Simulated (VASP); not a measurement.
# Ge4S (Pmma) in VASP: single point with PBE

Aim: the single point of Ge4S with PBE.

Everything below comes from runs of VASP 6.6.1. Logs are shortened: lines on timing, memory, paths and dates and some standing lists are left out, and cuts for length are marked.

## 1. The cell of the first run

It takes space group Pmma (No. 51, orthorhombic). Conventional cell: a = 3.926 Å, b = 4.106 Å, c = 15.339 Å, α = 90.00°, β = 90.00°, γ = 90.00°. Ge (site symmetry mm2) has 2 S at 2.34 Å and 2 Ge at 2.50 Å within 3.1 Å. Within 3.2 Å of Ge (site symmetry mm2) lie 4 Ge at 2.45 to 2.50 Å. Ge (site symmetry mm2) has 4 Ge at 2.45 to 2.51 Å within 3.2 Å. Within 3.2 Å of Ge (site symmetry mm2) lie 4 Ge at 2.45 to 2.51 Å. S (site symmetry mm2) has 2 Ge at 2.34 Å within 3.1 Å.

## 2. Single point, PBE

The input, INCAR:

```
  PREC = Accurate
  ENCUT = 520
  EDIFF = 1E-7
  ISMEAR = 0
  SIGMA = 0.2
  LREAL = F
  LASPH = T
  NELM = 80
  ALGO = Normal
  ISIF = 2
  LWAVE = F
  LCHARG = T
  GGA = PE
  LELF = T
  LVHAR = T
  NBANDS = 73
```

The input, KPOINTS:

```
Automatic mesh
0
Gamma
  4 4 2
```

The input, POSCAR:

```
Ge4S
1.0
    3.9256613318      0.0000000000      0.0000000000
    0.0000000000      4.1063597552      0.0000000000
    0.0000000000      0.0000000000     15.3391273592
Ge S
8 2
Direct
    0.2500000000      0.0000000000      0.6703619417
    0.2500000000      0.5000000000      0.7631737536
    0.7500000000      0.0000000000      0.9521964267
    0.7500000000      0.5000000000      0.8586001464
    0.2500000000      0.0000000000      0.0478035733
    0.2500000000      0.5000000000      0.1413998536
    0.7500000000      0.0000000000      0.3296380583
    0.7500000000      0.5000000000      0.2368262464
    0.7500000000      0.0000000000      0.5867957781
    0.2500000000      0.0000000000      0.4132042219
```

Potentials or basis: VASP PAW PBE potentials, release 64 (Ge_d, S).

On the command line:

```
cat potpaw_PBE.64/Ge_d/POTCAR potpaw_PBE.64/S/POTCAR > POTCAR
mpirun -np 1 vasp_std > vasp.out
```

OUTCAR:

```text
PREC = Accurate
   ENCUT = 520
   EDIFF = 1E-7
   ISMEAR = 0
   LREAL = F
   LASPH = T
   NELM = 80
   ISIF = 2
   GGA = PE

 ion  position               nearest neighbor table
   1  0.250  0.000  0.670-   9 2.34   9 2.34   2 2.50   2 2.50
   2  0.250  0.500  0.763-   4 2.45   4 2.45   1 2.50   1 2.50
   3  0.750  0.000  0.952-   5 2.45   5 2.45   4 2.51   4 2.51
   4  0.750  0.500  0.859-   2 2.45   2 2.45   3 2.51   3 2.51
   5  0.250  0.000  0.048-   3 2.45   3 2.45   6 2.51   6 2.51
   6  0.250  0.500  0.141-   8 2.45   8 2.45   5 2.51   5 2.51
   7  0.750  0.000  0.330-  10 2.34  10 2.34   8 2.50   8 2.50
   8  0.750  0.500  0.237-   6 2.45   6 2.45   7 2.50   7 2.50
   9  0.750  0.000  0.587-   1 2.34   1 2.34
  10  0.250  0.000  0.413-   7 2.34   7 2.34

  LATTYP: Found a simple orthorhombic cell.
 ALAT       =     3.9256613318
 B/A-ratio  =     1.0460300592
 C/A-ratio  =     3.9073995596

  Lattice vectors:

 A1 = (   3.9256613318,   0.0000000000,   0.0000000000)
 A2 = (   0.0000000000,   4.1063597552,   0.0000000000)
 A3 = (   0.0000000000,   0.0000000000,  15.3391273592)

Analysis of symmetry for initial positions (statically):
=====================================================================
 Subroutine PRICEL returns:
 Original cell was already a primitive cell.

 Routine SETGRP: Setting up the symmetry group for a
 simple orthorhombic supercell.

 Subroutine GETGRP returns: Found  8 space group operations
 (whereof  4 operations were pure point group operations)
 out of a pool of  8 trial point group operations.

The static configuration has the point symmetry C_2h.
 The point group associated with its full space group is D_2h.

Analysis of symmetry for dynamics (positions and initial velocities):
=====================================================================
 Subroutine PRICEL returns:
 Original cell was already a primitive cell.

 Routine SETGRP: Setting up the symmetry group for a
 simple orthorhombic supercell.

 Subroutine GETGRP returns: Found  8 space group operations
 (whereof  4 operations were pure point group operations)
 out of a pool of  8 trial point group operations.

The dynamic configuration has the point symmetry C_2h.
 The point group associated with its full space group is D_2h.

 Subroutine INISYM returns: Found  8 space group operations
 (whereof  4 operations are pure point group operations),
 and found     1 'primitive' translations

----------------------------------------------------------------------------------------

                                     Primitive cell

  volume of cell :     247.2695

  direct lattice vectors                    reciprocal lattice vectors
     3.925661332  0.000000000  0.000000000     0.254734149  0.000000000  0.000000000
     0.000000000  4.106359755  0.000000000     0.000000000  0.243524693  0.000000000
     0.000000000  0.000000000 15.339127359     0.000000000  0.000000000  0.065192757

  length of vectors
     3.925661332  4.106359755 15.339127359     0.254734149  0.243524693  0.065192757

  position of ions in fractional coordinates (direct lattice)
     0.250000000  0.000000000  0.670361942
     0.250000000  0.500000000  0.763173754
     0.750000000  0.000000000  0.952196427
     0.750000000  0.500000000  0.858600146
     0.250000000  0.000000000  0.047803573
     0.250000000  0.500000000  0.141399854
     0.750000000  0.000000000  0.329638058
     0.750000000  0.500000000  0.236826246
     0.750000000  0.000000000  0.586795778
     0.250000000  0.000000000  0.413204222

  ion indices of the primitive-cell ions
   primitive index   ion index
                 1           1
                 2           2
                 3           3
                 4           4
                 5           5
                 6           6
                 7           7
                 8           8
                 9           9
                10          10

----------------------------------------------------------------------------------------

 KPOINTS: Automatic mesh

Automatic generation of k-mesh.
 Grid dimensions read from file:
 generate k-points for:    4    4    2

 Generating k-lattice:

  Cartesian coordinates                     Fractional coordinates (reciprocal lattice)
     0.063683537  0.000000000  0.000000000     0.250000000  0.000000000  0.000000000
     0.000000000  0.060881173  0.000000000     0.000000000  0.250000000  0.000000000
     0.000000000  0.000000000  0.032596378     0.000000000  0.000000000  0.500000000

  Length of vectors
     0.063683537  0.060881173  0.032596378

  Shift w.r.t. Gamma in fractional coordinates (k-lattice)
     0.000000000  0.000000000  0.000000000

 Subroutine IBZKPT returns following result:
 ===========================================

 Found     18 irreducible k-points:

 Following reciprocal coordinates:
            Coordinates               Weight
  0.000000  0.000000  0.000000      1.000000
  0.250000  0.000000  0.000000      2.000000
  0.500000  0.000000  0.000000      1.000000
  0.000000  0.250000  0.000000      2.000000
  0.250000  0.250000  0.000000      4.000000
  0.500000  0.250000  0.000000      2.000000
[... 10 lines left out ...]
  0.250000  0.500000  0.500000      2.000000
  0.500000  0.500000  0.500000      1.000000
   k-points           NKPTS =     18   k-points in BZ     NKDIM =     18   number of bands    NBANDS=     73
   number of dos      NEDOS =    301   number of ions     NIONS =     10
   total plane-waves  NPLWV = 115200
   dimension x,y,z NGX =    30 NGY =   32 NGZ =  120
   dimension x,y,z NGXF=    60 NGYF=   64 NGZF=  240
   ions per type =               8   2
   NGX,Y,Z   is equivalent  to a cutoff of  12.70, 12.96, 13.01 a.u.
   NGXF,Y,Z  is equivalent  to a cutoff of  25.41, 25.91, 26.01 a.u.
 SYSTEM =  unknown system
   PREC   = accura    normal or accurate (medium, high low for compatibility)
   ISTART =      0    job   : 0-new  1-cont  2-samecut
   ICHARG =      2    charge: 1-file 2-atom 10-const
   ISPIN  =      1    spin polarized calculation?
   LNONCOLLINEAR =      F non collinear calculations
   LSORBIT =      F    spin-orbit coupling
   LASPH  =      T    aspherical Exc in radial PAW
   ENCUT  =  520.0 eV  38.22 Ry    6.18 a.u.   7.30  7.64 28.52*2*pi/ulx,y,z
   NELM   =     80;   NELMIN=  2; NELMDL= -5     # of ELM steps
   EDIFF  = 0.1E-06   stopping-criterion for ELM
   LREAL  =      F    real-space projection
   EDIFFG = 0.1E-05   stopping-criterion for IOM
   NSW    =      0    number of steps for IOM
   IBRION =     -1    ionic relax: 0-MD 1-quasi-New 2-CG
   NFREE  =      0    steps in history (QN), initial steepest desc. (CG)
   ISIF   =      2    stress and relaxation
   ISYM   =      2    0-nonsym 1-usesym 2-fastsym
   POTIM  = 0.5000    time-step for ionic-motion
   TEBEG  =    0.0;   TEEND  =   0.0 temperature during run
   PSTRESS=    0.0 pullay stress
   NELECT =     124.0000    total number of electrons
   NUPDOWN=      -1.0000    fix difference up-down
   EMIN   =  10.00;   EMAX   =-10.00  energy-range for DOS
   EFERMI =   0.00;   METHOD = LEGACY
   ISMEAR =     0;   SIGMA  =   0.20  broadening in eV -4-tet -1-fermi 0-gaus
   EFERMI_NEDOS =   21; number of points for ismear=-14 and -15
   IALGO  =     38    algorithm
   IMIX   =      4    mixing-type and parameters
     AMIX     =   0.40;   BMIX     =  1.00
     AMIX_MAG =   1.60;   BMIX_MAG =  1.00
  volume/ion in A,a.u.               =      24.73       166.87
  Fermi-wavevector in a.u.,A,eV,Ry     =   1.300644  2.457861 23.016646  1.691676
  Thomas-Fermi vector in A             =   2.431830
   LORBIT       =      0    0 simple, 1 ext, 2 COOP (PROOUT), +10 PAW based schemes
   GGA     = PE    functional components
   LHFCALC =     F    Hartree Fock is set to
   AEXX    =    0.0000 exact exchange contribution
   IVDW    =     0    specifies the selected vdW correction
   LEPSILON=     F    determine dielectric tensor
   LRPA    =     F    only Hartree local field effects (RPA)
 non-spin polarized calculation
 Gauss-broadening in eV      SIGMA  =   0.20
  energy-cutoff  :      520.00
  volume of cell :      247.27
 maximum number of plane-waves:      6721
 NGX is ok and might be reduce to    30
   NGX = 15   NGY = 15   NGZ = 57

 number of electron     124.0000046 magnetization

 Free energy of the ion-electron system (eV)
  ---------------------------------------------------
  ext. energy  EPLUGINS =         0.00000000
  ---------------------------------------------------
  free energy    TOTEN  =       -44.40822834 eV

  energy without entropy =      -44.38262474  energy(sigma->0) =      -44.39542654

 E-fermi :   3.6683     XC(G=0):  -9.2320

 val. band max:        3.6533865987   @ k =   0.2500   0.0000   0.0000
 cond. band min:       3.8737137394   @ k =   0.0000   0.5000   0.0000
 fundamental gap:      0.2203271407
 Fermi energy:         3.6682683267

 k-point     1 :       0.0000    0.0000    0.0000
  band No.  band energies     occupation
      1     -21.2886      2.00000
      2     -21.2885      2.00000
      3     -21.2818      2.00000
      4     -21.2817      2.00000
      5     -21.2781      2.00000
      6     -21.2780      2.00000
[... 65 lines left out ...]
     72       6.7352      0.00000
     73       7.0479      0.00000

 k-point     2 :       0.2500    0.0000    0.0000
  band No.  band energies     occupation
      1     -21.2925      2.00000
      2     -21.2925      2.00000
      3     -21.2780      2.00000
      4     -21.2780      2.00000
      5     -21.2762      2.00000
      6     -21.2762      2.00000
[... 1208 lines left out ...]
 k-point    18 :       0.5000    0.5000    0.5000
  band No.  band energies     occupation
      1     -21.2975      2.00000
      2     -21.2975      2.00000
      3     -21.2738      2.00000
      4     -21.2738      2.00000
      5     -21.2687      2.00000
      6     -21.2687      2.00000
[... 65 lines left out ...]
     72       8.3347      0.00000
     73       8.8368      0.00000

------------------------ aborting loop because EDIFF is reached ----------------------------------------

  FORCE on cell =-STRESS in cart. coord.  units (eV):
  Direction    XX          YY          ZZ          XY          YZ          ZX
  --------------------------------------------------------------------------------------
  -------------------------------------------------------------------------------------
  Total       -0.0194287      0.1379275      0.0061331      0.0000000      0.0000000      0.0000000
  in kB       -0.1258877      0.8936981      0.0397394      0.0000000      0.0000000      0.0000000
  external PRESSURE =       0.2691833 kB  Pullay stress =       0.0000000 kB

 VOLUME and BASIS-vectors are now :
 -----------------------------------------------------------------------------
  energy-cutoff  :      520.00
  volume of cell :      247.27
      direct lattice vectors                 reciprocal lattice vectors
     3.925661332  0.000000000  0.000000000     0.254734149  0.000000000  0.000000000
     0.000000000  4.106359755  0.000000000     0.000000000  0.243524693  0.000000000
     0.000000000  0.000000000 15.339127359     0.000000000  0.000000000  0.065192757

 POSITION                                       TOTAL-FORCE (eV/Angst)
 -----------------------------------------------------------------------------------
      0.98142      0.00000     10.28277         0.000000     -0.000000      0.031538
      0.98142      2.05318     11.70642         0.000000     -0.000000      0.006838
      2.94425      0.00000     14.60586        -0.000000      0.000000      0.018378
      2.94425      2.05318     13.17018        -0.000000      0.000000     -0.008501
      0.98142      0.00000      0.73327        -0.000000      0.000000     -0.018378
      0.98142      2.05318      2.16895        -0.000000     -0.000000      0.008501
      2.94425      0.00000      5.05636        -0.000000      0.000000     -0.031538
      2.94425      2.05318      3.63271        -0.000000      0.000000     -0.006838
      2.94425      0.00000      9.00094        -0.000000      0.000000     -0.031485
      0.98142      0.00000      6.33819        -0.000000      0.000000      0.031485
 -----------------------------------------------------------------------------------
    total drift:                                0.000000      0.000000      0.000000

  FREE ENERGIE OF THE ION-ELECTRON SYSTEM (eV)
  ---------------------------------------------------
  free  energy   TOTEN  =       -44.4082283412 eV

  energy  without entropy=      -44.3826247351  energy(sigma->0) =      -44.39542654
```

Run time: 7.7 min. Hardware: 1 thread of Intel Xeon Platinum 8259CL at 2.50GHz (Skylake/Cascade Lake), shared host; peak memory 0.45 GiB.

Results:

| Item | Value |
| --- | --- |
| Free energy | -44.4082 eV |
| Pressure | 0.0 GPa |
| Largest force | 0.032 eV/Å |
| Band gap on the k mesh | zero (bands 62 and 63 overlap by 0.75 eV) |

Forces on the atoms (eV/Å):
```
Ge   0.000  0.000  0.032
Ge   0.000  0.000  0.007
Ge   0.000  0.000  0.018
Ge   0.000  0.000 -0.009
Ge   0.000  0.000 -0.018
Ge   0.000  0.000  0.009
Ge   0.000  0.000 -0.032
Ge   0.000  0.000 -0.007
S    0.000  0.000 -0.031
S    0.000  0.000  0.031
```

Stress tensor (GPa, compression positive):
```
-0.01  0.00  0.00
 0.00  0.09  0.00
 0.00  0.00  0.00
```

Caveat: the k points lie up to 0.40 Å⁻¹ apart, too coarse for converged energies and pressures of a metal.
